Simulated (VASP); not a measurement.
Ti, 3 atoms in the cell. It takes space group P6/mmm (No. 191, hexagonal). Conventional cell: a = 4.447 Å, b = 4.447 Å, c = 2.820 Å, α = 90.00°, β = 90.00°, γ = 120.00°. Within 3.7 Å of Ti (site symmetry 6/mmm) lie 14 Ti at 2.82 to 2.93 Å. Within 3.4 Å of Ti (site symmetry -6m2) lie 11 Ti at 2.57 to 2.93 Å. This isn't the form of Ti at room conditions, which is hcp.

```yaml
Program: VASP 6.6.1
Task: single point
Functional: PBEsol
Potentials_or_basis: VASP PAW PBE potentials, release 64 (Ti_sv)
Cutoff: 520 eV
k_mesh: 9 × 9 × 12
Occupations: fermi-dirac, width 0.1 eV
Spin: no spin polarisation
Dipole_correction: no
Further_INCAR_settings: ALGO = Normal; EDIFF = 1e-06; NBANDS = 25
```

Potentials or basis: VASP PAW PBE potentials, release 64 (Ti_sv).

Run with:

```bash
$ cat potpaw_PBE.64/Ti_sv/POTCAR > POTCAR
$ mpirun -np 1 vasp_std > vasp.out
```

Hardware: 1 thread of AMD EPYC 7R13, on a shared host.

Q: How long does it take, and how much memory?

A: It took 3.8 min on 1 thread of AMD EPYC 7R13, with other jobs on the host, peak memory 0.2 GiB. Counts: scf iterations 14, k points 84.
